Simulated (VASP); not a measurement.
# CdSe: relaxation of cell and atoms with HSE06

Crystal: CdSe.

```
CELL_PARAMETERS angstrom
0.00000 3.06780 3.06780
3.06780 0.00000 3.06780
3.06780 3.06780 0.00000
ATOMIC_POSITIONS crystal
Cd 0.00000 0.00000 0.00000
Se 0.75000 0.75000 0.75000
```

```yaml
Program: VASP 6.6.1
Task: relaxation of cell and atoms
Functional: HSE06
Potentials_or_basis: VASP PAW PBE potentials, release 64 (Cd, Se)
Cutoff: 600 eV
k_mesh: 4 × 4 × 4
Occupations: fermi-dirac, width 0.02 eV
Spin: no spin polarisation
Dipole_correction: no
Grid_for_exact_exchange_PRECFOCK: Normal
Further_INCAR_settings: ALGO = Normal; EDIFF = 1e-06; IBRION = 2; EDIFFG = -0.005; NSW = 80; ISIF = 3
Share_of_exact_exchange: 0.25
Screening_parameter: 0.2079 1/Å
```

* Relaxed volume: 29.16 Å³/atom
* Relaxed cell: a = 4.353 Å, b = 4.353 Å, c = 4.353 Å, α = 60.00°, β = 60.00°, γ = 60.00°
* Space group after relaxing (to 0.1 Å): F-43m (No. 216)
* Energy gained by relaxing: 0.4 meV/atom
* Ionic steps: 3
* Pressure after relaxing: 0.0 GPa
* Band gap on the k mesh: 1.48 eV

The path:
```
step  energy change (eV)  largest force (eV/Å)  pressure (GPa)  volume (Å³)
   1              0.0000                0.0000            0.48        57.74
   2             -0.0008                0.0000           -0.13        58.47
   3             -0.0009                0.0000            0.00        58.32
```

Final structure:
```cif
data_structure
_symmetry_space_group_name_H-M 'P 1'
_symmetry_Int_Tables_number 1
_cell_length_a 4.3529
_cell_length_b 4.3529
_cell_length_c 4.3529
_cell_angle_alpha 60.000
_cell_angle_beta 60.000
_cell_angle_gamma 60.000
_cell_volume 58.32
loop_
_atom_site_label
_atom_site_type_symbol
_atom_site_fract_x
_atom_site_fract_y
_atom_site_fract_z
_atom_site_occupancy
Cd1 Cd 0.00000 0.00000 0.00000 1
Se1 Se 0.75000 0.75000 0.75000 1
```

Levels at points of the mesh, in eV from the valence-band top:
```tsv
k point	band 5	band 6	band 7	band 8	band 9	band 10	band 11	band 12	band 13
(0.00, 0.00, 0.00)	-8.71	-8.71	0.00	0.00	0.00	1.48	6.97	6.97	6.97
(0.50, 0.00, 0.00)	-8.69	-8.40	-4.45	-0.74	-0.74	3.33	7.45	7.45	8.40
(0.50, 0.50, 0.00)	-8.66	-8.32	-4.17	-1.85	-1.85	4.01	4.71	10.15	11.36
```

Wall time 23 min on 1 thread of Intel(R) Xeon(R) Platinum 8488C (Sapphire Rapids), with other jobs on the host, peak memory 0.34 GiB.

Caveat: the k points lie up to 0.44 Å⁻¹ apart in the final cell; the PAW data sets were made with another functional, which shifts forces and pressure a little.
